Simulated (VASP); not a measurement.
# LiTi12 (a cell with a defect) in VASP: single point with PBE

Aim: the single point of LiTi12 (a cell with a defect) with PBE.

Program: VASP 6.6.1. These are calculated values, not measurements. Logs are shortened: lines on timing, memory, paths and dates and some standing lists are left out, and cuts for length are marked.

### Step 1. The cell of the first run

The cell holds a defect, 13 atoms: a = 5.900 Å, b = 8.850 Å, c = 4.685 Å, α = 90.00°, β = 90.00°, γ = 120.00°.

### Step 2. Single point, PBE

Input file INCAR:

```
PREC = Accurate ; ENCUT = 520
EDIFF = 1E-6 ; ISMEAR = -1
SIGMA = 0.1 ; LREAL = False
LASPH = True ; NELM = 80
ALGO = Normal ; ISIF = 2
LWAVE = False ; LCHARG = False
GGA = PE ; NBANDS = 86
```

Input file KPOINTS:

```
regular mesh
0
Gamma
  3 2 3
```

Input file POSCAR:

```
LiTi12
1.0
    5.9000000000      0.0000000000      0.0000000000
   -4.4250000000      7.6643250000      0.0000000000
    0.0000000000      0.0000000000      4.6846000000
Ti Li
12 1
Direct
    0.0362072321      0.0174966484      0.0156683602
    0.1845593517      0.2244294181      0.5583400931
   -0.0670388002      0.2848522212      0.1798019041
    0.2448979203      0.6219203909      0.3661571959
   -0.0009366761      0.6991352794      0.0029885156
    0.1510764909      0.8673562251      0.4861674423
    0.5094706970     -0.0140390706      0.0023908124
    0.6036031970      0.2153353361      0.5688852837
    0.5004875142      0.3510680980      0.0216667378
    0.6941077713      0.5560307007      0.4954104940
    0.5256735170      0.6909545198     -0.0732186313
    0.7044779356      0.9176541966      0.4990820988
    0.0788926833      0.4597665156      0.7646543995
```

Potentials or basis: VASP PAW PBE potentials, release 64 (Ti_sv, Li_sv).

The run is started by

```console
> cat potpaw_PBE.64/Ti_sv/POTCAR potpaw_PBE.64/Li_sv/POTCAR > POTCAR
> mpirun -np 1 vasp_std > vasp.out
```

OUTCAR:

```text
PREC = Accurate
   ENCUT = 520
   EDIFF = 1E-6
   ISMEAR = -1
   LREAL = False
   LASPH = True
   NELM = 80
   ISIF = 2
   GGA = PE

 ion  position               nearest neighbor table
   1  0.036  0.017  0.016-   2 2.67   5 2.72   6 2.83   3 2.83  12 2.83   9 2.85
   2  0.185  0.224  0.558-   8 2.51   3 2.54  13 2.64   1 2.67   9 2.71  12 2.79
   3  0.933  0.285  0.180-  13 2.36   8 2.51   2 2.54   7 2.71   4 2.75   1 2.83
   4  0.245  0.622  0.366-  13 2.26  11 2.52   5 2.54   6 2.56  12 2.74   3 2.75
   5  0.999  0.699  0.003-   4 2.54   6 2.61  13 2.64   1 2.72   6 2.75  11 2.78   7 2.80  10 2.81
                            10 2.87
   6  0.151  0.867  0.486-   4 2.56   5 2.61  10 2.73   5 2.75   1 2.83  12 2.88   7 2.91
   7  0.509  0.986  0.002-  11 2.68   3 2.71   8 2.73  12 2.79   5 2.80  12 2.82   6 2.91
   8  0.604  0.215  0.569-   3 2.51   2 2.51   9 2.65  13 2.71   7 2.73  10 2.81
   9  0.500  0.351  0.022-   8 2.65   2 2.71  10 2.73   1 2.85
  10  0.694  0.556  0.495-   6 2.73   9 2.73  11 2.77   5 2.81   8 2.81   5 2.87
  11  0.526  0.691  0.927-  13 2.51   4 2.52  12 2.65   7 2.68  10 2.77   5 2.78
  12  0.704  0.918  0.499-  11 2.65   4 2.74   2 2.79   7 2.79   7 2.82   1 2.83   6 2.88
  13  0.079  0.460  0.765-   4 2.26   3 2.36  11 2.51   5 2.64   2 2.64   8 2.71

  LATTYP: Found a simple monoclinic cell.
 ALAT       =     5.9000000000
 B/A-ratio  =     0.7940000000
 C/A-ratio  =     1.3228756849
 COS(beta)  =    -0.1889822323

  Lattice vectors:

 A1 = (   5.9000000000,   0.0000000000,   0.0000000000)
 A2 = (   0.0000000000,   0.0000000000,   4.6846000000)
 A3 = (  -1.4750000000,  -7.6643250000,   0.0000000000)

Analysis of symmetry for initial positions (statically):
=====================================================================
 Subroutine PRICEL returns:
 Original cell was already a primitive cell.

 Routine SETGRP: Setting up the symmetry group for a
 simple monoclinic supercell.

 Subroutine GETGRP returns: Found  1 space group operations
 (whereof  1 operations were pure point group operations)
 out of a pool of  4 trial point group operations.

The static configuration has the point symmetry C_1 .

Analysis of symmetry for dynamics (positions and initial velocities):
=====================================================================
 Subroutine PRICEL returns:
 Original cell was already a primitive cell.

 Routine SETGRP: Setting up the symmetry group for a
 simple monoclinic supercell.

 Subroutine GETGRP returns: Found  1 space group operations
 (whereof  1 operations were pure point group operations)
 out of a pool of  4 trial point group operations.

The dynamic configuration has the point symmetry C_1 .

 Subroutine INISYM returns: Found  1 space group operations
 (whereof  1 operations are pure point group operations),
 and found     1 'primitive' translations

----------------------------------------------------------------------------------------

                                     Primitive cell

  volume of cell :     211.8354

  direct lattice vectors                    reciprocal lattice vectors
     5.900000000  0.000000000  0.000000000     0.169491525  0.097855976  0.000000000
    -4.425000000  7.664325000  0.000000000     0.000000000  0.130474634  0.000000000
     0.000000000  0.000000000  4.684600000     0.000000000  0.000000000  0.213465397

  length of vectors
     5.900000000  8.850000153  4.684600000     0.195711955  0.130474634  0.213465397

  position of ions in fractional coordinates (direct lattice)
     0.036207232  0.017496648  0.015668360
     0.184559352  0.224429418  0.558340093
     0.932961200  0.284852221  0.179801904
     0.244897920  0.621920391  0.366157196
     0.999063324  0.699135279  0.002988516
     0.151076491  0.867356225  0.486167442
     0.509470697  0.985960929  0.002390812
     0.603603197  0.215335336  0.568885284
     0.500487514  0.351068098  0.021666738
     0.694107771  0.556030701  0.495410494
     0.525673517  0.690954520  0.926781369
     0.704477936  0.917654197  0.499082099
     0.078892683  0.459766516  0.764654400

  ion indices of the primitive-cell ions
   primitive index   ion index
                 1           1
                 2           2
[... 46 lines left out ...]
|        whereas your k-lattice is hexagonal.                                 |
|                                                                             |
|     Results are often still useful ...                                      |
|                                                                             |
 -----------------------------------------------------------------------------

 Subroutine IBZKPT returns following result:
 ===========================================

 Found     10 irreducible k-points:

 Following reciprocal coordinates:
            Coordinates               Weight
  0.000000  0.000000  0.000000      1.000000
  0.333333 -0.000000  0.000000      2.000000
  0.000000  0.500000  0.000000      1.000000
  0.333333  0.500000  0.000000      2.000000
  0.000000  0.000000  0.333333      2.000000
  0.333333 -0.000000  0.333333      2.000000
 -0.333333  0.000000  0.333333      2.000000
  0.000000  0.500000  0.333333      2.000000
  0.333333  0.500000  0.333333      2.000000
 -0.333333  0.500000  0.333333      2.000000
   k-points           NKPTS =     10   k-points in BZ     NKDIM =     10   number of bands    NBANDS=     86
   number of dos      NEDOS =    301   number of ions     NIONS =     13
   total plane-waves  NPLWV = 120960
   dimension x,y,z NGX =    48 NGY =   70 NGZ =   36
   dimension x,y,z NGXF=    96 NGYF=  140 NGZF=   72
   ions per type =              12   1
   NGX,Y,Z   is equivalent  to a cutoff of  13.53, 13.15, 12.78 a.u.
   NGXF,Y,Z  is equivalent  to a cutoff of  27.05, 26.30, 25.55 a.u.
 SYSTEM =  unknown system
   PREC   = accura    normal or accurate (medium, high low for compatibility)
   ISTART =      0    job   : 0-new  1-cont  2-samecut
   ICHARG =      2    charge: 1-file 2-atom 10-const
   ISPIN  =      1    spin polarized calculation?
   LNONCOLLINEAR =      F non collinear calculations
   LSORBIT =      F    spin-orbit coupling
   LASPH  =      T    aspherical Exc in radial PAW
   ENCUT  =  520.0 eV  38.22 Ry    6.18 a.u.  10.97 16.46  8.71*2*pi/ulx,y,z
   NELM   =     80;   NELMIN=  2; NELMDL= -5     # of ELM steps
   EDIFF  = 0.1E-05   stopping-criterion for ELM
   LREAL  =      F    real-space projection
   EDIFFG = 0.1E-04   stopping-criterion for IOM
   NSW    =      0    number of steps for IOM
   IBRION =     -1    ionic relax: 0-MD 1-quasi-New 2-CG
   NFREE  =      0    steps in history (QN), initial steepest desc. (CG)
   ISIF   =      2    stress and relaxation
   ISYM   =      2    0-nonsym 1-usesym 2-fastsym
   POTIM  = 0.5000    time-step for ionic-motion
   TEBEG  =    0.0;   TEEND  =   0.0 temperature during run
   PSTRESS=    0.0 pullay stress
   NELECT =     147.0000    total number of electrons
   NUPDOWN=      -1.0000    fix difference up-down
   EMIN   =  10.00;   EMAX   =-10.00  energy-range for DOS
   EFERMI =   0.00;   METHOD = LEGACY
   ISMEAR =    -1;   SIGMA  =   0.10  broadening in eV -4-tet -1-fermi 0-gaus
   EFERMI_NEDOS =   21; number of points for ismear=-14 and -15
   IALGO  =     38    algorithm
   IMIX   =      4    mixing-type and parameters
     AMIX     =   0.40;   BMIX     =  1.00
     AMIX_MAG =   1.60;   BMIX_MAG =  1.00
  volume/ion in A,a.u.               =      16.30       109.96
  Fermi-wavevector in a.u.,A,eV,Ry     =   1.449376  2.738924 28.581642  2.100691
  Thomas-Fermi vector in A             =   2.567110
   LORBIT       =      0    0 simple, 1 ext, 2 COOP (PROOUT), +10 PAW based schemes
   GGA     = PE    functional components
   LHFCALC =     F    Hartree Fock is set to
   AEXX    =    0.0000 exact exchange contribution
   IVDW    =     0    specifies the selected vdW correction
   LEPSILON=     F    determine dielectric tensor
   LRPA    =     F    only Hartree local field effects (RPA)
 non-spin polarized calculation
  energy-cutoff  :      520.00
  volume of cell :      211.84
 maximum number of plane-waves:      5703
 NGX is ok and might be reduce to    48
   NGX = 21   NGY = 33   NGZ = 17

 number of electron     147.0000003 magnetization

 Free energy of the ion-electron system (eV)
  ---------------------------------------------------
  ext. energy  EPLUGINS =         0.00000000
  ---------------------------------------------------
  free energy    TOTEN  =       -92.99107821 eV

  energy without entropy =      -92.41537306  energy(sigma->0) =      -92.70322563

 E-fermi :   8.2015     XC(G=0): -11.4941

 val. band max:        8.2009250601   @ k =   0.3333   0.5000   0.0000
 cond. band min:       8.2203041385   @ k =   0.3333   0.5000   0.3333
 fundamental gap:      0.0193790784
 Fermi energy:         8.2014509323

 k-point     1 :       0.0000    0.0000    0.0000
  band No.  band energies     occupation
      1     -48.4612      2.00000
      2     -48.3850      2.00000
      3     -48.3658      2.00000
      4     -48.2775      2.00000
      5     -48.2648      2.00000
      6     -48.2477      2.00000
[... 869 lines left out ...]
     84       9.2582      0.00005
     85       9.3347      0.00002
 [bands above 85 left out]

------------------------ aborting loop because EDIFF is reached ----------------------------------------

  FORCE on cell =-STRESS in cart. coord.  units (eV):
  Direction    XX          YY          ZZ          XY          YZ          ZX
  --------------------------------------------------------------------------------------
  -------------------------------------------------------------------------------------
  Total        3.3353450      8.6730507     12.9919786      1.4347297     -1.6886895     -0.8139409
  in kB       25.2262627     65.5970078     98.2624165     10.8513118    -12.7720896     -6.1560909
  external PRESSURE =      63.0285623 kB  Pullay stress =       0.0000000 kB

 VOLUME and BASIS-vectors are now :
 -----------------------------------------------------------------------------
  energy-cutoff  :      520.00
  volume of cell :      211.84
      direct lattice vectors                 reciprocal lattice vectors
     5.900000000  0.000000000  0.000000000     0.169491525  0.097855976  0.000000000
    -4.425000000  7.664325000  0.000000000     0.000000000  0.130474634  0.000000000
     0.000000000  0.000000000  4.684600000     0.000000000  0.000000000  0.213465397

 POSITION                                       TOTAL-FORCE (eV/Angst)
 -----------------------------------------------------------------------------------
      0.13620      0.13410      0.07340         0.020632      0.104125      0.075678
      0.09580      1.72010      2.61560        -0.556469      0.261783     -0.100017
      4.24400      2.18320      0.84230         0.415555     -0.012429     -0.579021
     -1.30710      4.76660      1.71530         0.186851     -0.339424      0.049123
      2.80080      5.35840      0.01400        -0.141719     -0.723686     -1.225124
     -2.94670      6.64770      2.27750        -0.011772      1.414088      1.037515
     -1.35700      7.55673      0.01120        -0.745527      0.080343      0.350799
      2.60840      1.65040      2.66500         0.697788     -0.472702     -0.114975
      1.39940      2.69070      0.10150        -0.229785      0.210962      0.866182
      1.63480      4.26160      2.32080        -0.493805     -0.292028     -0.223327
      0.04400      5.29570      4.34160         0.950950      0.055959      0.255541
      0.09580      7.03320      2.33800         0.389087      0.253109     -0.601620
     -1.56900      3.52380      3.58210        -0.481784     -0.540099      0.209245
 -----------------------------------------------------------------------------------
    total drift:                                0.000283      0.000644      0.000235

  FREE ENERGIE OF THE ION-ELECTRON SYSTEM (eV)
  ---------------------------------------------------
  free  energy   TOTEN  =       -92.9910782110 eV

  energy  without entropy=      -92.4153730586  energy(sigma->0) =      -92.70322563
```

Wall time 6.8 min (1 thread of Intel Xeon Platinum 8259CL at 2.50GHz (Skylake/Cascade Lake), shared host); peak memory 0.4 GiB.

What came out:

```yaml
Free_energy: -92.9911 eV
Largest_force: 1.754 eV/Å
Band_gap_on_the_k_mesh: zero (an odd number of electrons rules out a gap without spin polarisation)
```

Forces on the atoms (eV/Å):
```
Ti   0.021  0.104  0.076
Ti  -0.556  0.262 -0.100
Ti   0.416 -0.012 -0.579
Ti   0.187 -0.339  0.049
Ti  -0.142 -0.724 -1.225
Ti  -0.012  1.414  1.038
Ti  -0.746  0.080  0.351
Ti   0.698 -0.473 -0.115
Ti  -0.230  0.211  0.866
Ti  -0.494 -0.292 -0.223
Ti   0.951  0.056  0.256
Ti   0.389  0.253 -0.602
Li  -0.482 -0.540  0.209
```

Caveat: the k points lie up to 0.45 Å⁻¹ apart, too coarse for converged energies and pressures of a metal; the cutoff is under 1.25 times the usual one of these potentials, so pressure, stress and relaxed cells hold a basis-set (Pulay) error.
